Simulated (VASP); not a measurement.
ZrAl2N3, 12 atoms in the cell. It takes space group P6_3/mmc (No. 194, hexagonal). Conventional cell: a = 3.281 Å, b = 3.281 Å, c = 16.953 Å, α = 90.00°, β = 90.00°, γ = 120.00°. Within 3.1 Å of Zr (site symmetry -6m2) lie 6 N at 2.36 Å. Al (site symmetry 3m) has 6 N at 2.36 Å within 3.1 Å. N (site symmetry 3m) has 3 Zr at 2.36 Å and 3 Al at 2.36 Å and 2 N at 2.83 Å within 3.1 Å. Within 3.1 Å of N (site symmetry -3m) lie 6 Al at 2.36 Å and 2 N at 2.83 Å. 

| Item | Value |
| --- | --- |
| Program | VASP 6.6.1 |
| Task | single point |
| Functional | PBE |
| Potentials or basis | VASP PAW PBE potentials, release 64 (Zr_sv, Al, N) |
| Cutoff | 520 eV |
| k mesh | 6 × 6 × 1 |
| Occupations | gaussian, width 0.1 eV |
| Spin | no spin polarisation |
| Dipole correction | no |
| Further INCAR settings | ALGO = Normal; EDIFF = 1e-07; NBANDS = 45 |

Potentials or basis: VASP PAW PBE potentials, release 64 (Zr_sv, Al, N).

Command:

```bash
$ cat potpaw_PBE.64/Zr_sv/POTCAR potpaw_PBE.64/Al/POTCAR potpaw_PBE.64/N/POTCAR > POTCAR
$ mpirun -np 1 vasp_std > vasp.out
```

Hardware: 1 thread of Intel Xeon 8259CL, with other jobs on the host.

**Question.** Estimate the wall time of this run.

**Answer.** Run time: 2.1 min on 1 thread of Intel Xeon 8259CL (shared host), peak memory 0.27 GiB. Counts: scf iterations 17, k points 7.
